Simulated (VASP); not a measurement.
A run of VASP 6.6.1 is set up as follows.

Contents of POSCAR:

```
Si3Sn
1.0
    3.9968518910      0.0000000000      0.0000000000
    0.0000000000      3.9968518910      0.0000000000
    0.0000000000      0.0000000000      5.6905496849
Si Sn
3 1
Direct
    0.5000000000      0.0000000000      0.7746010626
    0.5000000000      0.5000000000      0.0000000000
    0.0000000000      0.5000000000      0.2253989374
    0.0000000000      0.0000000000      0.5000000000
```

The input INCAR.step1:

```
SYSTEM = Si3Sn
ALGO = Normal
EDIFF = 1E-4
ENCUT = 520
GGA = PE
ISMEAR = 0
LASPH = .True.
LCHARG = .False.
LREAL = .False.
LWAVE = .True.
NBANDS = 21
NELM = 100
PREC = Accurate
SIGMA = 0.01
```

INCAR.step2

```
SYSTEM = Si3Sn
ALGO = Normal
EDIFF = 1E-7
ENCUT = 520
ISIF = 2
ISMEAR = 0
ISTART = 1
LASPH = .True.
LCHARG = .False.
LMIXTAU = .True.
LREAL = .False.
LWAVE = .False.
METAGGA = R2SCAN
NBANDS = 21
NELM = 100
PREC = Accurate
SIGMA = 0.01
```

KPOINTS

```
k-points
0
Gamma
  6 6 4
  0 0 0
```

Potentials or basis: VASP PAW PBE potentials, release 64 (Si, Sn_d).

The run is started by

```sh
$ cat potpaw_PBE.64/Si/POTCAR potpaw_PBE.64/Sn_d/POTCAR > POTCAR
$ cp INCAR.step1 INCAR
$ mpirun -np 1 vasp_std > vasp.out
$ cp INCAR.step2 INCAR
$ mpirun -np 1 vasp_std > vasp.out
```

(1) What does it give for the pressure?

(2) Predict the largest force.

(3) Estimate the band gap on the k mesh.

Results:

(1) 2.4 GPa.

(2) 0.046 eV/Å.

(3) 0.35 eV (least direct gap 0.66 eV).

Caveat: the PAW data sets were made with another functional, which shifts forces and pressure a little; spin-orbit coupling is left out, which moves the levels of the heavy elements.
